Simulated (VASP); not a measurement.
Set up this calculation in VASP 6.6.1, as the native input.

| Quantity | Value |
| --- | --- |
| Task | single point |
| Functional | PBEsol |
| Potentials or basis | VASP PAW PBE potentials, release 64 (Ni, Si) |
| Cutoff | 520 eV |
| k mesh | 6 × 6 × 6 |
| Occupations | fermi-dirac, width 0.05 eV |
| Spin | collinear spin, zero start |
| Starting moments | [0.0, 0.0, 0.0, 0.0] μB |
| Fixed moment | 0 μB |
| Dipole correction | no |
| Further INCAR settings | ALGO = Normal; EDIFF = 1e-06; NBANDS = 29 |

The structure of SiNi3 lies in POSCAR:

```
SiNi3
1.0
    3.5420000000      0.0000000000      0.0000000000
    0.0000000000      3.5420000000      0.0000000000
    0.0000000000      0.0000000000      3.5420000000
Ni Si
3 1
Direct
    0.5000000000      0.5000000000      0.0000000000
    0.5000000000      0.0000000000      0.5000000000
    0.0000000000      0.5000000000      0.5000000000
    0.0000000000      0.0000000000      0.0000000000
```

The input as run:

INCAR

```
SYSTEM = SiNi3
ALGO = Normal
EDIFF = 1E-6
ENCUT = 520
GGA = PS
ISIF = 2
ISMEAR = -1
ISPIN = 2
LASPH = .TRUE.
LCHARG = .TRUE.
LELF = .TRUE.
LMAXMIX = 4
LORBIT = 11
LREAL = .FALSE.
LVHAR = .TRUE.
LWAVE = .FALSE.
MAGMOM = 0 0 0 0
NBANDS = 29
NELM = 150
NUPDOWN = 0.0
PREC = Accurate
SIGMA = 0.05
```

KPOINTS

```
k-points
0
G
  6 6 6
  0 0 0
```

Potentials or basis: VASP PAW PBE potentials, release 64 (Ni, Si).

Launch:

```console
$ cat potpaw_PBE.64/Ni/POTCAR potpaw_PBE.64/Si/POTCAR > POTCAR
$ mpirun -np 1 vasp_std > vasp.out
```

Results of the run:

```json
{"Pressure": "-13.9 GPa", "Net moment": "0.00 μB per cell", "Valence electrons inside the program's atomic spheres": "Ni 9.41; Si 1.53"}
```

Caveat: the cell stands under tension; the PAW data sets were made with another functional, which shifts forces and pressure a little; the total moment is fixed, so each spin has its own Fermi level.

Wall time 26 s on 1 thread of Intel(R) Xeon(R) 6975P-C (Granite Rapids), with other jobs on the host, peak memory 0.18 GiB.
